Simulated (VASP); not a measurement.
Wanted: the native input for a VASP 6.6.1 run.

```
Task                   : single point
Functional             : LDA
Potentials or basis    : VASP PAW LDA potentials, release 64 (Si, C)
Cutoff                 : 520 eV
k mesh                 : 12 × 12 × 6
Occupations            : gaussian, width 0.05 eV
Spin                   : no spin polarisation
Dipole correction      : no
Further INCAR settings : ALGO = Normal; EDIFF = 1e-06; NBANDS = 16
```

The structure of SiC lies in POSCAR:

```
SiC
1.0
    3.1777645075      0.0000000000      0.0000000000
   -1.5888822538      2.7520247907      0.0000000000
    0.0000000000      0.0000000000      5.0106990754
Si C
2 2
Direct
    0.3333333333      0.6666666667      0.0028017044
    0.6666666667      0.3333333333      0.5028017044
    0.3333333333      0.6666666667      0.3821982956
    0.6666666667      0.3333333333      0.8821982956
```

This cell differs from its parent crystal: volume 10.955 Å^3 an atom, c/a of the conventional cell 1.5768.

The input as run:

INCAR

```
SYSTEM = SiC
PREC = Accurate ; ENCUT = 520
EDIFF = 1E-6 ; ISMEAR = 0
SIGMA = 0.05 ; LREAL = .False.
LASPH = .True. ; NELM = 60
ALGO = Normal ; ISIF = 2
LWAVE = .False. ; LCHARG = .False.
NBANDS = 16
```

KPOINTS

```
regular mesh
0
Gamma
  12 12 6
  0 0 0
```

Potentials or basis: VASP PAW LDA potentials, release 64 (Si, C).

Command:

```console
$ cat potpaw_LDA.64/Si/POTCAR potpaw_LDA.64/C/POTCAR > POTCAR
$ mpirun -np 1 vasp_std > vasp.out
```

It gave:

```json
{
  "Pressure": "-14.8 GPa",
  "Largest force": "0.007 eV/Å",
  "Band gap on the k mesh": "2.16 eV, indirect (least direct gap 3.42 eV)"
}
```

It took 30 s on 1 thread of Intel(R) Xeon(R) Platinum 8175M CPU @ 2.50GHz (Skylake/Cascade Lake), on a shared host, peak memory 0.17 GiB.
